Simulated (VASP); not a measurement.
# In (I4/mmm) in VASP: further runs

Runs on In. Level: PBE. Tasks: single point.

Program: VASP 6.6.1. These are calculated values, not measurements. Logs are shortened: lines on timing, memory, paths and dates and some standing lists are left out, and cuts for length are marked.

## 1. The cell of the first run

It takes space group I4/mmm (No. 139, tetragonal). The conventional cell has a = 3.155 Å, b = 3.155 Å, c = 4.799 Å, α = 90.00°, β = 90.00°, γ = 90.00°. In (site symmetry 4/mmm) has 12 In at 3.15 to 3.28 Å within 4.2 Å.

## 2. Single point, PBE (strain -0.030 along x and y, -0.030 along z)

File INCAR:

```
PREC = Accurate ; ENCUT = 520
EDIFF = 1E-7 ; ISMEAR = 0
SIGMA = 0.15 ; LREAL = F
LASPH = T ; NELM = 60
ALGO = Fast ; ISIF = 2
LWAVE = F ; LCHARG = F
GGA = PE ; NBANDS = 12
```

File KPOINTS:

```
Automatic mesh
0
Gamma
  20 20 20
```

File POSCAR:

```
In
1.0
   -1.5773655000      1.5773655000      2.3997315000
    1.5773655000     -1.5773655000      2.3997315000
    1.5773655000      1.5773655000     -2.3997315000
In
1
Direct
    0.0000000000      0.0000000000      0.0000000000
```

Potentials or basis: VASP PAW PBE potentials, release 64 (In_d).

Run with:

```bash
cat potpaw_PBE.64/In_d/POTCAR > POTCAR
mpirun -np 1 vasp_std > vasp.out
```

OUTCAR:

```text
PREC = Accurate
   ENCUT = 520
   EDIFF = 1E-7
   ISMEAR = 0
   LREAL = F
   LASPH = T
   NELM = 60
   ISIF = 2
   GGA = PE

 ion  position               nearest neighbor table
   1  0.000  0.000  0.000-

  LATTYP: Found a body centered tetragonal cell.
 ALAT       =     3.1547310000
 C/A-ratio  =     1.5213541186

  Lattice vectors:

 A1 = (  -1.5773655000,   1.5773655000,   2.3997315000)
 A2 = (   1.5773655000,  -1.5773655000,   2.3997315000)
 A3 = (   1.5773655000,   1.5773655000,  -2.3997315000)

Analysis of symmetry for initial positions (statically):
=====================================================================
 Subroutine PRICEL returns:
 Original cell was already a primitive cell.

 Routine SETGRP: Setting up the symmetry group for a
 body centered tetragonal supercell.

 Subroutine GETGRP returns: Found 16 space group operations
 (whereof 16 operations were pure point group operations)
 out of a pool of 16 trial point group operations.

The static configuration has the point symmetry D_4h.

Analysis of symmetry for dynamics (positions and initial velocities):
=====================================================================
 Subroutine PRICEL returns:
 Original cell was already a primitive cell.

 Routine SETGRP: Setting up the symmetry group for a
 body centered tetragonal supercell.

 Subroutine GETGRP returns: Found 16 space group operations
 (whereof 16 operations were pure point group operations)
 out of a pool of 16 trial point group operations.

The dynamic configuration has the point symmetry D_4h.

 Subroutine INISYM returns: Found 16 space group operations
 (whereof 16 operations are pure point group operations),
 and found     1 'primitive' translations

----------------------------------------------------------------------------------------

                                     Primitive cell

  volume of cell :      23.8829

  direct lattice vectors                    reciprocal lattice vectors
    -1.577365500  1.577365500  2.399731500     0.000000000  0.316984237  0.208356643
     1.577365500 -1.577365500  2.399731500     0.316984237  0.000000000  0.208356643
     1.577365500  1.577365500 -2.399731500     0.316984237  0.316984237  0.000000000

  length of vectors
     3.276411927  3.276411927  3.276411927     0.379330328  0.379330328  0.448283407

  position of ions in fractional coordinates (direct lattice)
     0.000000000  0.000000000  0.000000000

  ion indices of the primitive-cell ions
   primitive index   ion index
                 1           1

----------------------------------------------------------------------------------------

 KPOINTS: Automatic mesh

Automatic generation of k-mesh.
 Grid dimensions read from file:
 generate k-points for:   20   20   20

 Generating k-lattice:

  Cartesian coordinates                     Fractional coordinates (reciprocal lattice)
     0.000000000  0.015849212  0.010417832     0.050000000  0.000000000  0.000000000
     0.015849212  0.000000000  0.010417832     0.000000000  0.050000000  0.000000000
     0.015849212  0.015849212  0.000000000     0.000000000  0.000000000  0.050000000

  Length of vectors
     0.018966516  0.018966516  0.022414170

  Shift w.r.t. Gamma in fractional coordinates (k-lattice)
     0.000000000  0.000000000  0.000000000

 Subroutine IBZKPT returns following result:
 ===========================================

 Found    641 irreducible k-points:

 Following reciprocal coordinates:
            Coordinates               Weight
  0.000000  0.000000  0.000000      1.000000
  0.050000 -0.000000  0.000000      8.000000
  0.100000 -0.000000  0.000000      8.000000
  0.150000 -0.000000  0.000000      8.000000
  0.200000 -0.000000  0.000000      8.000000
  0.250000 -0.000000  0.000000      8.000000
[... 16 lines left out ...]
 -0.400000  0.050000 -0.000000     16.000000
 -0.350000  0.050000 -0.000000     16.000000
 [... further k-points ...]
   k-points           NKPTS =    641   k-points in BZ     NKDIM =    641   number of bands    NBANDS=     12
   number of dos      NEDOS =    301   number of ions     NIONS =      1
   total plane-waves  NPLWV =  13824
   dimension x,y,z NGX =    24 NGY =   24 NGZ =   24
   dimension x,y,z NGXF=    48 NGYF=   48 NGZF=   48
   ions per type =               1
   NGX,Y,Z   is equivalent  to a cutoff of  12.18, 12.18, 12.18 a.u.
   NGXF,Y,Z  is equivalent  to a cutoff of  24.36, 24.36, 24.36 a.u.
 SYSTEM =  unknown system
   PREC   = accura    normal or accurate (medium, high low for compatibility)
   ISTART =      0    job   : 0-new  1-cont  2-samecut
   ICHARG =      2    charge: 1-file 2-atom 10-const
   ISPIN  =      1    spin polarized calculation?
   LNONCOLLINEAR =      F non collinear calculations
   LSORBIT =      F    spin-orbit coupling
   LASPH  =      T    aspherical Exc in radial PAW
   ENCUT  =  520.0 eV  38.22 Ry    6.18 a.u.   6.09  6.09  6.09*2*pi/ulx,y,z
   NELM   =     60;   NELMIN=  2; NELMDL= -5     # of ELM steps
   EDIFF  = 0.1E-06   stopping-criterion for ELM
   LREAL  =      F    real-space projection
   EDIFFG = 0.1E-05   stopping-criterion for IOM
   NSW    =      0    number of steps for IOM
   IBRION =     -1    ionic relax: 0-MD 1-quasi-New 2-CG
   NFREE  =      0    steps in history (QN), initial steepest desc. (CG)
   ISIF   =      2    stress and relaxation
   ISYM   =      2    0-nonsym 1-usesym 2-fastsym
   POTIM  = 0.5000    time-step for ionic-motion
   TEBEG  =    0.0;   TEEND  =   0.0 temperature during run
   PSTRESS=    0.0 pullay stress
   NELECT =      13.0000    total number of electrons
   NUPDOWN=      -1.0000    fix difference up-down
   EMIN   =  10.00;   EMAX   =-10.00  energy-range for DOS
   EFERMI =   0.00;   METHOD = LEGACY
   ISMEAR =     0;   SIGMA  =   0.15  broadening in eV -4-tet -1-fermi 0-gaus
   EFERMI_NEDOS =   21; number of points for ismear=-14 and -15
   IALGO  =     68    algorithm
   IMIX   =      4    mixing-type and parameters
     AMIX     =   0.40;   BMIX     =  1.00
     AMIX_MAG =   1.60;   BMIX_MAG =  1.00
  volume/ion in A,a.u.               =      23.88       161.17
  Fermi-wavevector in a.u.,A,eV,Ry     =   1.336678  2.525955 24.309644  1.786708
  Thomas-Fermi vector in A             =   2.465286
   LORBIT       =      0    0 simple, 1 ext, 2 COOP (PROOUT), +10 PAW based schemes
   GGA     = PE    functional components
   LHFCALC =     F    Hartree Fock is set to
   AEXX    =    0.0000 exact exchange contribution
   IVDW    =     0    specifies the selected vdW correction
   LEPSILON=     F    determine dielectric tensor
   LRPA    =     F    only Hartree local field effects (RPA)
 non-spin polarized calculation
 RMM-DIIS sequential band-by-band and
 Gauss-broadening in eV      SIGMA  =   0.15
  energy-cutoff  :      520.00
  volume of cell :       23.88
 maximum number of plane-waves:       668
   NGX = 13   NGY = 13   NGZ = 13

 number of electron      12.9999997 magnetization

 Free energy of the ion-electron system (eV)
  ---------------------------------------------------
  ext. energy  EPLUGINS =         0.00000000
  ---------------------------------------------------
  free energy    TOTEN  =        -2.49061988 eV

  energy without entropy =       -2.48481110  energy(sigma->0) =       -2.48771549

 E-fermi :   8.6521     XC(G=0): -10.6937

 val. band max:        8.6429090765   @ k =   0.3000   0.1000   0.0500
 cond. band min:       8.6526679915   @ k =  -0.4500   0.4500   0.1000
 fundamental gap:      0.0097589150
 Fermi energy:         8.6521183519

 k-point     1 :       0.0000    0.0000    0.0000
  band No.  band energies     occupation
      1      -6.2284      2.00000
      2      -6.0966      2.00000
      3      -6.0966      2.00000
      4      -5.9903      2.00000
      5      -5.8608      2.00000
      6      -1.5944      2.00000
      7      19.9851      0.00000
      8      19.9851      0.00000
      9      20.1924      0.00000
     10      20.3630      0.00000
     11      23.3939      0.00000
     12      23.4710      0.00000

 k-point     2 :       0.0500   -0.0000    0.0000
  band No.  band energies     occupation
      1      -6.2233      2.00000
      2      -6.0970      2.00000
      3      -6.0915      2.00000
      4      -5.9896      2.00000
      5      -5.8629      2.00000
      6      -1.5356      2.00000
      7      19.1548      0.00000
      8      19.9052      0.00000
      9      19.9615      0.00000
     10      20.3249      0.00000
     11      23.6297      0.00000
     12      23.6344      0.00000

 k-point     3 :       0.1000   -0.0000    0.0000
  band No.  band energies     occupation
      1      -6.2105      2.00000
      2      -6.0990      2.00000
      3      -6.0775      2.00000
      4      -5.9854      2.00000
      5      -5.8684      2.00000
      6      -1.3583      2.00000
      7      17.4433      0.00000
      8      19.5512      0.00000
      9      19.7042      0.00000
     10      20.3327      0.00000
     11      23.5087      0.00000
     12      24.0841      0.00000
[... 286 lines left out ...]
 k-point    23 :      -0.4000    0.0500   -0.0000
  band No.  band energies     occupation
      1      -6.2245      2.00000
      2      -6.1635      2.00000
      3      -6.0652      2.00000
      4      -5.8027      2.00000
      5      -5.7436      2.00000
      6       2.0722      2.00000
      7       7.7282      2.00000
      8      16.5822      0.00000
      9      18.3220      0.00000
     10      19.7719      0.00000
     11      21.4204      0.00000
     12      23.1394      0.00000

 k-point    24 :      -0.3500    0.0500   -0.0000
  band No.  band energies     occupation
      1      -6.2084      2.00000
      2      -6.1522      2.00000
      3      -6.0526      2.00000
      4      -5.8373      2.00000
      5      -5.7837      2.00000
      6       1.1860      2.00000
      7       9.2520      0.00000
      8      16.7919      0.00000
      9      18.4745      0.00000
     10      20.1577      0.00000
     11      21.7399      0.00000
     12      23.0635      0.00000

 [... further k-points ...]
[... 5 lines left out ...]
  --------------------------------------------------------------------------------------
  -------------------------------------------------------------------------------------
  Total        1.0801644      1.0801644      1.0471029      0.0000000      0.0000000      0.0000000
  in kB       72.4624689     72.4624689     70.2445462      0.0000000      0.0000000      0.0000000
  external PRESSURE =      71.7231613 kB  Pullay stress =       0.0000000 kB

 VOLUME and BASIS-vectors are now :
 -----------------------------------------------------------------------------
  energy-cutoff  :      520.00
  volume of cell :       23.88
      direct lattice vectors                 reciprocal lattice vectors
    -1.577365500  1.577365500  2.399731500     0.000000000  0.316984237  0.208356643
     1.577365500 -1.577365500  2.399731500     0.316984237  0.000000000  0.208356643
     1.577365500  1.577365500 -2.399731500     0.316984237  0.316984237  0.000000000

 POSITION                                       TOTAL-FORCE (eV/Angst)
 -----------------------------------------------------------------------------------
      0.00000      0.00000      0.00000        -0.000000      0.000000      0.000000
 -----------------------------------------------------------------------------------
    total drift:                               -0.000000      0.000000     -0.000000

  FREE ENERGIE OF THE ION-ELECTRON SYSTEM (eV)
  ---------------------------------------------------
  free  energy   TOTEN  =        -2.4906198827 eV

  energy  without entropy=       -2.4848110951  energy(sigma->0) =       -2.48771549
```

Run time: 1.7 min. Hardware: 1 thread of Intel Xeon 6975P-C, shared host; peak memory 0.29 GiB.

Results:

- Free energy: -2.4906 eV
- Pressure: 7.2 GPa

Caveat: the cell differs from its parent crystal (strain -0.030 along x and y, -0.030 along z); spin-orbit coupling is left out, which moves the levels of the heavy elements.

## 3. Single point, PBE (strain -0.015 along x and y, -0.030 along z)

File INCAR:

```
SYSTEM = In
PREC = Accurate
ENCUT = 520
EDIFF = 1E-6
ISMEAR = 0
SIGMA = 0.15
LREAL = .FALSE.
LASPH = .TRUE.
NELM = 60
ALGO = Fast
ISIF = 2
LWAVE = .FALSE.
LCHARG = .TRUE.
GGA = PE
LELF = .TRUE.
LVHAR = .TRUE.
NBANDS = 12
```

File KPOINTS:

```
Automatic mesh
0
G
  20 20 20
  0 0 0
```

File POSCAR:

```
In
1.0
   -1.6017577500      1.6017577500      2.3997315000
    1.6017577500     -1.6017577500      2.3997315000
    1.6017577500      1.6017577500     -2.3997315000
In
1
Direct
    0.0000000000      0.0000000000      0.0000000000
```

Potentials or basis: VASP PAW PBE potentials, release 64 (In_d).

Run with:

```bash
cat potpaw_PBE.64/In_d/POTCAR > POTCAR
mpirun -np 1 vasp_std > vasp.out
```

Run time: 2.5 min. Hardware: 1 thread of Intel Xeon 6975P-C, shared host; peak memory 0.31 GiB.

Results (log left out):

```yaml
Free_energy: -2.5199 eV
Pressure: 5.2 GPa
```

Stress tensor (GPa, compression positive):
```
5.22 0.00 0.00
0.00 5.22 0.00
0.00 0.00 5.04
```

Levels at points of the mesh, in eV from the Fermi level:
```
           k point  band 3  band 4  band 5  band 6  band 7  band 8  band 9  band 10
(0.00, 0.00, 0.00)  -14.70  -14.58  -14.48  -10.00   11.07   11.07   11.23    11.65
(0.50, 0.00, 0.00)  -14.68  -14.37  -14.33   -4.36   -3.67    8.10    9.43    11.13
(0.50, 0.50, 0.00)  -14.37  -14.34  -14.26   -2.23   -1.62    3.73    4.06     7.40
(0.50, 0.50, 0.50)  -14.36  -14.31  -14.31   -2.83   -2.69    4.71    4.71     8.29
```

Caveat: the cell differs from its parent crystal (strain -0.015 along x and y, -0.030 along z); spin-orbit coupling is left out, which moves the levels of the heavy elements.

(Part 1 of 2 ends here.)
